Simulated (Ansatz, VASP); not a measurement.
**Two plane-wave programs on Au**

```
CELL_PARAMETERS angstrom
2.04188 2.04188 0.00000
-2.04188 2.04188 0.00000
0.00000 0.00000 3.96125
ATOMIC_POSITIONS crystal
Au 0.00000 0.00000 0.00000
Au 0.50000 0.50000 0.50000
```

Change from the starting cell: strain along c alone, the other axes held, atoms relaxed: -3.0 %.

Alike in both runs: task single point; functional PBEsol; k mesh 18 × 18 × 14; occupations gaussian, width 0.1 eV; no spin polarisation.

|  | VASP | Ansatz |
| --- | --- | --- |
| version | VASP 6.6.1 | Ansatz 0.2.0 |
| potentials or method | VASP PAW PBE potentials, release 64 (Au), cutoff 520 eV | scalar-relativistic, plane waves, PAW |
| valence electrons in the cell | 22 | 38 |

```tsv
	VASP	Ansatz	Ansatz less VASP
gap on the k mesh at the Fermi level (eV)	none	none	-
pressure (GPa)	5.5	5.7	+0.24
traceless stress, the component that is largest in VASP (GPa)	0.37	0.37	-0.003
```

VASP's potentials were made for PBE, not for PBEsol. A gap of «none» marks a metal or a gap that the smearing closes. VASP's potentials hold 22 valence electrons a cell and Ansatz's 38, so a difference there can come from the potentials and not from the codes.

Spin-orbit coupling is off throughout.
